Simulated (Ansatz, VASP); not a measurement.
## BaTiO3: VASP beside Ansatz

```
Ba Ti O
1.0
     3.98333    0.00000    0.00000
     0.00000    2.86260    2.87534
     0.00000   -2.86260    2.87534
Ba Ti O
1 1 3
Direct
  0.00000 0.00341 0.00341
  0.50000 0.51850 0.51850
  0.50000 0.97843 0.49135
  0.50000 0.49135 0.97843
  0.00000 0.48820 0.48820
```

Alike in both runs: task relaxation of cell and atoms; functional PBEsol; k mesh 6 × 6 × 6; occupations gaussian, width 0.02 eV; no spin polarisation.

```csv
,VASP,Ansatz
version,VASP 6.6.1,Ansatz 0.2.0
potentials or method,"VASP PAW PBE potentials, release 64 (Ba_sv, Ti_sv, O), cutoff 600 eV","scalar-relativistic, plane waves, PAW"
valence electrons in the cell,40,40
```

VASP gave:

```
gap on the k mesh at the Fermi level, each at its own relaxed structure (eV) : 2.10
relaxed volume (Å³/atom)                                                     : 12.83
relaxed cell length with the largest relative difference (Å)                 : 4.025
```

Task: Estimate Ansatz's values.

Result: gap on the k mesh at the Fermi level, each at its own relaxed structure (eV): 2.14; relaxed volume (Å³/atom): 12.69; relaxed cell length with the largest relative difference (Å): 4.007.

VASP's potentials were made for PBE, not for PBEsol.

Spin-orbit coupling is off throughout.
